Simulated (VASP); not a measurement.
# Cu2Os (I4/mmm) in VASP: further runs

Runs on Cu2Os. Level: PBE. Tasks: single point, relaxation of cell and atoms.

All numbers are computed with VASP 6.6.1; they aren't measurements. Logs are shortened: lines on timing, memory, paths and dates and some standing lists are left out, and cuts for length are marked.

### Step 1. The cell of the first run

It takes space group I4/mmm (No. 139, tetragonal). Conventional cell: a = 3.127 Å, b = 3.127 Å, c = 7.670 Å, α = 90.00°, β = 90.00°, γ = 90.00°. Cu (site symmetry 4mm) has 9 Cu at 2.53 to 3.13 Å and 5 Os at 2.55 to 2.57 Å within 3.3 Å. Within 3.4 Å of Os (site symmetry 4/mmm) lie 10 Cu at 2.55 to 2.57 Å and 4 Os at 3.13 Å.

### Step 2. Single point, PBE

Contents of INCAR:

```
SYSTEM = Cu2Os
PREC     = Accurate       ! precision mode
ENCUT    = 520            ! plane-wave cutoff, eV
EDIFF    = 1E-6           ! SCF threshold, eV
ISMEAR   = 0              ! smearing method
SIGMA    = 0.1            ! smearing width, eV
LREAL    = .False.        ! projectors in reciprocal space
LASPH    = .True.         ! aspherical terms in the spheres
NELM     = 60             ! most SCF steps
ALGO     = Normal         ! electronic algorithm
ISIF     = 2              ! what is computed and relaxed
LWAVE    = .False.        ! write WAVECAR
LCHARG   = .True.         ! write CHGCAR
GGA      = PE             ! functional
LELF     = .True.         ! ELF
LVHAR    = .True.       
NBANDS   = 22             ! bands
```

Contents of KPOINTS:

```
regular mesh
0
Gamma
  8 8 8
  0 0 0
```

Contents of POSCAR:

```
Cu2Os
1.0
   -1.5633317026      1.5633317026      3.8350480830
    1.5633317026     -1.5633317026      3.8350480830
    1.5633317026      1.5633317026     -3.8350480830
Cu Os
2 1
Direct
    0.6650000000      0.6650000000      0.0000000000
    0.3350000000      0.3350000000      0.0000000000
    0.0000000000      0.0000000000      0.0000000000
```

Potentials or basis: VASP PAW PBE potentials, release 64 (Cu, Os).

The run is started by

```sh
$ cat potpaw_PBE.64/Cu/POTCAR potpaw_PBE.64/Os/POTCAR > POTCAR
$ mpirun -np 1 vasp_std > vasp.out
```

OUTCAR:

```text
SYSTEM = Cu2Os
   PREC = Accurate
   ENCUT = 520
   EDIFF = 1E-6
   ISMEAR = 0
   LREAL = .False.
   LASPH = .True.
   NELM = 60
   ISIF = 2
   GGA = PE

 ion  position               nearest neighbor table
   1  0.665  0.665  0.000-   2 2.53   3 2.55   3 2.55   3 2.55   3 2.55   2 2.57   2 2.57   2 2.57
                             2 2.57   3 2.57
   2  0.335  0.335  0.000-   1 2.53   3 2.55   3 2.55   3 2.55   3 2.55   1 2.57   1 2.57   1 2.57
                             1 2.57   3 2.57
   3  0.000  0.000  0.000-   1 2.55   2 2.55   1 2.55   2 2.55   1 2.55   2 2.55   2 2.55   1 2.55
                             1 2.57   2 2.57

  LATTYP: Found a body centered tetragonal cell.
 ALAT       =     3.1266634052
 C/A-ratio  =     2.4531250000

  Lattice vectors:

 A1 = (  -1.5633317026,   1.5633317026,   3.8350480830)
 A2 = (   1.5633317026,  -1.5633317026,   3.8350480830)
 A3 = (   1.5633317026,   1.5633317026,  -3.8350480830)

Analysis of symmetry for initial positions (statically):
=====================================================================
 Subroutine PRICEL returns:
 Original cell was already a primitive cell.

 Routine SETGRP: Setting up the symmetry group for a
 body centered tetragonal supercell.

 Subroutine GETGRP returns: Found 16 space group operations
 (whereof 16 operations were pure point group operations)
 out of a pool of 16 trial point group operations.

The static configuration has the point symmetry D_4h.

Analysis of symmetry for dynamics (positions and initial velocities):
=====================================================================
 Subroutine PRICEL returns:
 Original cell was already a primitive cell.

 Routine SETGRP: Setting up the symmetry group for a
 body centered tetragonal supercell.

 Subroutine GETGRP returns: Found 16 space group operations
 (whereof 16 operations were pure point group operations)
 out of a pool of 16 trial point group operations.

The dynamic configuration has the point symmetry D_4h.

 Subroutine INISYM returns: Found 16 space group operations
 (whereof 16 operations are pure point group operations),
 and found     1 'primitive' translations

----------------------------------------------------------------------------------------

                                     Primitive cell

  volume of cell :      37.4915

  direct lattice vectors                    reciprocal lattice vectors
    -1.563331703  1.563331703  3.835048083     0.000000000  0.319829758  0.130376462
     1.563331703 -1.563331703  3.835048083     0.319829758  0.000000000  0.130376462
     1.563331703  1.563331703 -3.835048083     0.319829758  0.319829758  0.000000000

  length of vectors
[... 83 lines left out ...]
   NELM   =     60;   NELMIN=  2; NELMDL= -5     # of ELM steps
   EDIFF  = 0.1E-05   stopping-criterion for ELM
   LREAL  =      F    real-space projection
   EDIFFG = 0.1E-04   stopping-criterion for IOM
   NSW    =      0    number of steps for IOM
   IBRION =     -1    ionic relax: 0-MD 1-quasi-New 2-CG
   NFREE  =      0    steps in history (QN), initial steepest desc. (CG)
   ISIF   =      2    stress and relaxation
   ISYM   =      2    0-nonsym 1-usesym 2-fastsym
   POTIM  = 0.5000    time-step for ionic-motion
   TEBEG  =    0.0;   TEEND  =   0.0 temperature during run
   PSTRESS=    0.0 pullay stress
   NELECT =      30.0000    total number of electrons
   NUPDOWN=      -1.0000    fix difference up-down
   EMIN   =  10.00;   EMAX   =-10.00  energy-range for DOS
   EFERMI =   0.00;   METHOD = LEGACY
   ISMEAR =     0;   SIGMA  =   0.10  broadening in eV -4-tet -1-fermi 0-gaus
   EFERMI_NEDOS =   21; number of points for ismear=-14 and -15
   IALGO  =     38    algorithm
   IMIX   =      4    mixing-type and parameters
     AMIX     =   0.40;   BMIX     =  1.00
     AMIX_MAG =   1.60;   BMIX_MAG =  1.00
  volume/ion in A,a.u.               =      12.50        84.34
  Fermi-wavevector in a.u.,A,eV,Ry     =   1.519862  2.872123 31.429203  2.309981
  Thomas-Fermi vector in A             =   2.628791
   LORBIT       =      0    0 simple, 1 ext, 2 COOP (PROOUT), +10 PAW based schemes
   GGA     = PE    functional components
   LHFCALC =     F    Hartree Fock is set to
   AEXX    =    0.0000 exact exchange contribution
   IVDW    =     0    specifies the selected vdW correction
   LEPSILON=     F    determine dielectric tensor
   LRPA    =     F    only Hartree local field effects (RPA)
 non-spin polarized calculation
 Gauss-broadening in eV      SIGMA  =   0.10
  energy-cutoff  :      520.00
  volume of cell :       37.49
 maximum number of plane-waves:      1026
 NGX is ok and might be reduce to    36
   NGX = 17   NGY = 17   NGZ = 17

 number of electron      30.0000000 magnetization

 Free energy of the ion-electron system (eV)
  ---------------------------------------------------
  ext. energy  EPLUGINS =         0.00000000
  ---------------------------------------------------
  free energy    TOTEN  =       -16.79667613 eV

  energy without entropy =      -16.78052624  energy(sigma->0) =      -16.78860119

 E-fermi :   8.0996     XC(G=0): -13.2579

 val. band max:        8.0947847704   @ k =  -0.3750  -0.3750   0.1250
 cond. band min:       8.1143264361   @ k =  -0.3750   0.5000   0.2500
 fundamental gap:      0.0195416656
 Fermi energy:         8.0995641609

 k-point     1 :       0.0000    0.0000    0.0000
  band No.  band energies     occupation
      1      -1.6725      2.00000
      2       3.4059      2.00000
      3       3.5556      2.00000
      4       4.0300      2.00000
      5       4.1894      2.00000
      6       4.2039      2.00000
[... 589 lines left out ...]
     21      17.0941      0.00000
     22      20.7106      0.00000

 [... further k-points ...]
[... 5 lines left out ...]
  --------------------------------------------------------------------------------------
  -------------------------------------------------------------------------------------
  Total        0.9368312      0.9368312      4.6993987      0.0000000      0.0000000     -0.0000000
  in kB       40.0349089     40.0349089    200.8259379      0.0000000      0.0000000     -0.0000000
  external PRESSURE =      93.6319185 kB  Pullay stress =       0.0000000 kB

 VOLUME and BASIS-vectors are now :
 -----------------------------------------------------------------------------
  energy-cutoff  :      520.00
  volume of cell :       37.49
      direct lattice vectors                 reciprocal lattice vectors
    -1.563331703  1.563331703  3.835048083     0.000000000  0.319829758  0.130376462
     1.563331703 -1.563331703  3.835048083     0.319829758  0.000000000  0.130376462
     1.563331703  1.563331703 -3.835048083     0.319829758  0.319829758  0.000000000

 POSITION                                       TOTAL-FORCE (eV/Angst)
 -----------------------------------------------------------------------------------
      0.00000      0.00000      5.10061        -0.000000     -0.000000      0.620016
      0.00000      0.00000      2.56948         0.000000      0.000000     -0.620016
      0.00000      0.00000      0.00000        -0.000000     -0.000000      0.000000
 -----------------------------------------------------------------------------------
    total drift:                               -0.000000     -0.000000      0.000000

  FREE ENERGIE OF THE ION-ELECTRON SYSTEM (eV)
  ---------------------------------------------------
  free  energy   TOTEN  =       -16.7966761335 eV

  energy  without entropy=      -16.7805262444  energy(sigma->0) =      -16.78860119
```

stdout:

```text
POSCAR found type information on POSCAR CuOs
 POSCAR found :  2 types and       3 ions
 scaLAPACK will be used
 LDA part: xc-table for (Slater+PW92), standard interpolation
 POSCAR, INCAR and KPOINTS ok, starting setup
 FFT: planning ... GRIDC
 FFT: planning ... GRID_SOFT
 FFT: planning ... GRID
 WAVECAR not read
 entering main loop
```

It took 44 s on 1 thread of Intel Xeon Platinum 8488C (Sapphire Rapids), shared host; peak memory 0.23 GiB.

What came out:

| Property | Result |
| --- | --- |
| Free energy | -16.7967 eV |
| Pressure | 9.4 GPa |
| Largest force | 0.620 eV/Å |
| Band gap on the k mesh | zero (band 15 reaches 9.37 eV, above the bottom of band 16 at 7.93 eV) |

Forces in eV/Å, atoms in the order of the input:
```
Cu   0.000  0.000  0.620
Cu   0.000  0.000 -0.620
Os   0.000  0.000  0.000
```

Levels at points of the mesh, in eV from the Fermi level:
```
           k point  band 13  band 14  band 15  band 16  band 17  band 18
(0.00, 0.00, 0.00)    -1.29    -1.29    -1.23     0.64     3.75     7.10
(0.50, 0.00, 0.00)    -1.32    -0.38    -0.26     0.48     0.71     1.85
(0.50, 0.50, 0.00)    -1.14    -0.40    -0.39     1.27     3.62     3.91
(0.50, 0.50, 0.50)    -1.52     0.17     0.17     0.42     0.72     5.97
```

Caveat: spin-orbit coupling is left out, which moves the levels of the heavy elements.

### Step 3. Single point, PBE

This run uses another cell than the first one, of 12.87 Å³/atom, 1.030 times its volume.

Contents of INCAR:

```
ALGO     = Fast           # electronic algorithm
EDIFF    = 1E-7           # SCF threshold, eV
ENCUT    = 520            # plane-wave cutoff, eV
GGA      = PE             # functional
ISIF     = 2              # what is computed and relaxed
ISMEAR   = 0              # smearing method
LASPH    = T              # aspherical terms in the spheres
LCHARG   = T              # write CHGCAR
LELF     = T              # ELF
LREAL    = F              # projectors in reciprocal space
LVHAR    = T            
LWAVE    = F              # write WAVECAR
NBANDS   = 22             # bands
NELM     = 80             # most SCF steps
PREC     = Accurate       # precision mode
SIGMA    = 0.1            # smearing width, eV
```

Contents of KPOINTS:

```
k-points
0
Gamma
  8 8 8
```

Contents of POSCAR:

```
Cu2Os
1.0
   -1.2912268844      1.2912268844      5.7882950605
    1.2912268844     -1.2912268844      5.7882950605
    1.2912268844      1.2912268844     -5.7882950605
Cu Os
2 1
Direct
    0.6698262652      0.6698262652      0.0000000000
    0.3301737348      0.3301737348      0.0000000000
    0.0000000000      0.0000000000      0.0000000000
```

Potentials or basis: VASP PAW PBE potentials, release 64 (Cu, Os).

The run is started by

```sh
$ cat potpaw_PBE.64/Cu/POTCAR potpaw_PBE.64/Os/POTCAR > POTCAR
$ mpirun -np 1 vasp_std > vasp.out
```

Wall time 3.5 min (1 thread of Intel Xeon Platinum 8488C (Sapphire Rapids), shared host); peak memory 0.34 GiB.

It converged, with:

| Property | Result |
| --- | --- |
| Free energy | -17.7952 eV |
| Pressure | 0.5 GPa |
| Largest force | 0.027 eV/Å |
| Band gap on the k mesh | zero (band 15 reaches 10.96 eV, above the bottom of band 16 at 7.08 eV) |

Forces on the atoms (eV/Å):
```
Cu   0.000  0.000  0.027
Cu   0.000  0.000 -0.027
Os   0.000  0.000  0.000
```

Stress tensor (GPa, compression positive):
```
0.40 0.00 0.00
0.00 0.40 0.00
0.00 0.00 0.83
```

Levels at points of the mesh, in eV from the Fermi level:
```
           k point  band 12  band 13  band 14  band 15  band 16  band 17  band 18  band 19
(0.00, 0.00, 0.00)    -2.11    -2.11    -1.92    -1.49     0.46     0.46     2.08    11.66
(0.50, 0.00, 0.00)    -2.13    -1.36    -0.77    -0.61    -0.26     1.00     2.74     6.53
(0.50, 0.50, 0.00)    -1.60    -0.94     0.35     2.02     4.37     4.92     5.19     6.95
(0.50, 0.50, 0.50)    -2.41    -2.15    -1.93     0.64     0.64     0.96     2.08     8.00
```

Caveat: the k points lie up to 0.43 Å⁻¹ apart; spin-orbit coupling is left out, which moves the levels of the heavy elements.

### Step 4. Relaxation of cell and atoms, PBE

Contents of INCAR:

```
ALGO = Normal ; EDIFF = 1E-6
EDIFFG = -0.04 ; ENCUT = 600
GGA = PE ; IBRION = 2
ISIF = 3 ; ISMEAR = 0
LASPH = True ; LCHARG = False
LREAL = False ; LWAVE = False
NELM = 60 ; NSW = 90
PREC = Accurate ; SIGMA = 0.1
```

KPOINTS is that of step 3.

Contents of POSCAR:

```
Cu2Os
1.0
   -1.5633317026      1.5633317026      3.8350480830
    1.5633317026     -1.5633317026      3.8350480830
    1.5633317026      1.5633317026     -3.8350480830
Cu Os
2 1
Direct
    0.6650000000      0.6650000000      0.0000000000
    0.3350000000      0.3350000000      0.0000000000
    0.0000000000      0.0000000000      0.0000000000
```

The run is started by

```sh
$ cat potpaw_PBE.64/Cu/POTCAR potpaw_PBE.64/Os/POTCAR > POTCAR
$ mpirun -np 1 vasp_std > vasp.out
```

It took 8.1 min on 1 thread of Intel Xeon Platinum 8488C (Sapphire Rapids), shared host; peak memory 0.25 GiB.

The run converged. Its results:

| Item | Value |
| --- | --- |
| Free energy | -17.7618 eV |
| Relaxed volume | 12.84 Å³/atom |
| Relaxed cell | a = 6.003 Å, b = 6.003 Å, c = 6.003 Å, α = 155.03°, β = 155.03°, γ = 35.61° |
| Space group after relaxing (to 0.05 Å) | I4/mmm (No. 139) |
| Energy gained by relaxing | 321.4 meV/atom |
| Ionic steps | 16 |
| Pressure after relaxing | -0.1 GPa |
| Largest force after relaxing | 0.038 eV/Å |
| Band gap on the k mesh | zero (band 15 reaches 10.91 eV, above the bottom of band 16 at 7.10 eV) |

Forces on the atoms (eV/Å):
```
Cu   0.000  0.000 -0.038
Cu   0.000  0.000  0.038
Os   0.000  0.000  0.000
```

Stress tensor (GPa, compression positive):
```
-0.32  0.00  0.00
 0.00 -0.32  0.00
 0.00  0.00  0.37
```

Step by step:
```csv
step,energy change (eV),largest force (eV/Å),pressure (GPa),volume (Å³)
1,0.0000,0.6199,9.49,37.49
2,-0.0554,0.1472,-12.94,41.61
3,-0.1124,0.3343,-5.29,39.77
4,-0.2562,0.2713,-3.55,39.12
5,-0.5229,0.7657,8.00,36.57
6,-0.5964,1.0342,4.38,37.14
7,-0.6687,1.5934,-1.23,38.26
8,-0.7789,1.2649,-2.37,38.51
9,-0.9432,0.4785,-2.88,38.90
10,-0.9457,0.3374,-2.64,38.94
11,-0.9461,0.4029,-2.75,38.92
12,-0.9563,0.2468,2.27,38.08
13,-0.9568,0.2754,1.26,38.23
14,-0.9624,0.1520,0.45,38.37
15,-0.9641,0.0498,-0.11,38.50
16,-0.9642,0.0377,-0.09,38.51
```

Final structure:
```yaml
crystal:
  lattice:
    - [-1.29792, 1.29792, 5.71536]
    - [1.29792, -1.29792, 5.71536]
    - [1.29792, 1.29792, -5.71536]
  atoms:
    - { symbol: Cu, position: [0.67044, 0.67044, 0.00000] }
    - { symbol: Cu, position: [0.32956, 0.32956, 0.00000] }
    - { symbol: Os, position: [0.00000, 0.00000, 0.00000] }
```

Levels at points of the mesh, in eV from the Fermi level:
```
           k point  band 13  band 14  band 15  band 16  band 17  band 18
(0.00, 0.00, 0.00)    -2.13    -1.94    -1.33     0.42     0.42     2.01
(0.50, 0.00, 0.00)    -1.39    -0.78    -0.59    -0.31     0.96     2.75
(0.50, 0.50, 0.00)    -0.89     0.35     1.89     4.25     4.89     5.18
(0.50, 0.50, 0.50)    -2.21    -1.96     0.63     0.63     1.19     2.01
```

Caveat: spin-orbit coupling is left out, which moves the levels of the heavy elements.

### Step 5. Overview

| task | cell | cutoff (eV) | gap on the mesh (eV) | pressure (GPa) | largest force (eV/Å) |
| --- | --- | --- | --- | --- | --- |
| single point | a = 4.427 Å, angles 138.6, 138.6, 59.9°, 3 atoms | 520 | none | 9.4 | 0.62 |
| single point | a = 6.070 Å, angles 155.4, 155.4, 35.0°, 3 atoms | 520 | none | 0.5 | 0.03 |
| relaxation of cell and atoms | relaxed from a = 4.427 Å, angles 138.6, 138.6, 59.9°, 3 atoms | 600 | none | -0.1 | 0.04 |

Alike in all rows: level PBE; potentials or basis VASP PAW PBE potentials, release 64 (Cu, Os); no spin polarisation; k mesh 8 × 8 × 8; smearing gaussian 0.1 eV.

Caveats: some runs use coarse meshes; spin-orbit coupling is left out, which moves the levels of the heavy elements.

Total energies depend on the potentials used, so only differences within one code and one set of settings carry meaning.
